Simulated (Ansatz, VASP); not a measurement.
**ScAl: VASP beside Ansatz**

Contents of INCAR:

```
PREC = Accurate ; ENCUT = 600
EDIFF = 1E-6 ; ISMEAR = -1
SIGMA = 0.1 ; LREAL = F
LASPH = T ; NELM = 100
ALGO = Normal ; ISIF = 3
LWAVE = F ; LCHARG = F
GGA = PS ; IBRION = 2
NSW = 100 ; EDIFFG = -0.002
```

The input KPOINTS:

```
Automatic mesh
0
Gamma
  14 14 14
```

File POSCAR:

```
ScAl
1.0
    3.3703489700      0.0000000000      0.0000000000
    0.0000000000      3.3703489700      0.0000000000
    0.0000000000      0.0000000000      3.3703489700
Sc Al
1 1
Direct
    0.5000000000      0.5000000000      0.5000000000
    0.0000000000      0.0000000000      0.0000000000
```

Input for Ansatz:

```yaml
crystal:
  lattice:
    - [3.37034897, 0.0, 0.0]
    - [0.0, 3.37034897, 0.0]
    - [0.0, 0.0, 3.37034897]
  atoms:
    - { symbol: Sc, position: [0.5, 0.5, 0.5] }
    - { symbol: Al, position: [0.0, 0.0, 0.0] }
kpoints:
  mp_grid: { grid: [14, 14, 14] }
scf:
  occupations: { method: fermi_dirac, width: 0.1 }
hamiltonian:
  xc: pbesol
  pseudopotentials: { kind: paw }
relax:
  f_tol: 0.002
  max_steps: 80
  cell: {}
output:
  forces: true
  stress: true
  write_density: true
  write_potential: true
  elf: true
  volumetric_format: npy
```

Alike in both runs: task relaxation of cell and atoms; functional PBEsol; k mesh 14 × 14 × 14; occupations fermi-dirac, width 0.1 eV; no spin polarisation.

|  | VASP | Ansatz |
| --- | --- | --- |
| version | VASP 6.6.1 | Ansatz 0.2.0 |
| potentials or method | VASP PAW PBE potentials, release 64 (Sc_sv, Al) | PAW with Ansatz's default frozen-core files, scalar-relativistic |
| plane-wave cutoff (eV) | 600 | 420 |
| valence electrons in the cell | 14 | 14 |

|  | VASP | Ansatz | Ansatz less VASP |
| --- | --- | --- | --- |
| relaxed volume (Å³/atom) | 18.76 | 18.74 | -0.027 |
| relaxed length of the cell vector where the two differ most in proportion (Å) | 3.348 | 3.346 | -0.0016 |

VASP's potentials were made for PBE, not for PBEsol.
